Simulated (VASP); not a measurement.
AgB2, 3 atoms in the cell. The structure is hexagonal, space group P6/mmm (No. 191). The conventional cell has a = 3.000 Å, b = 3.000 Å, c = 3.240 Å, α = 90.00°, β = 90.00°, γ = 120.00°. Ag (site symmetry 6/mmm) has 12 B at 2.37 Å and 6 Ag at 3.00 Å within 3.1 Å. B (site symmetry -6m2) has 3 B at 1.73 Å within 2.3 Å. 

```yaml
Program: VASP 6.6.1
Task: relaxation of shape and atoms at fixed volume
Functional: PBE
Potentials_or_basis: VASP PAW PBE potentials, release 64 (Ag, B)
Cutoff: 600 eV
k_mesh: 10 × 10 × 8
Occupations: gaussian, width 0.05 eV
Spin: no spin polarisation
Dipole_correction: no
Further_INCAR_settings: ALGO = Normal; EDIFF = 1e-06; IBRION = 2; EDIFFG = -0.015; NSW = 60; ISIF = 4
```

Potentials or basis: VASP PAW PBE potentials, release 64 (Ag, B).

Launch:

```console
$ cat potpaw_PBE.64/Ag/POTCAR potpaw_PBE.64/B/POTCAR > POTCAR
$ mpirun -np 1 vasp_std > vasp.out
```

Hardware: 1 thread of Intel(R) Xeon(R) Platinum 8488C (Sapphire Rapids), on a shared host.

Task: Estimate the wall time of this run.

Result: Wall time 28 s on 1 thread of Intel(R) Xeon(R) Platinum 8488C (Sapphire Rapids), on a shared host, peak memory 0.17 GiB. Counts: scf iterations 32, k points 70, ion steps 4.
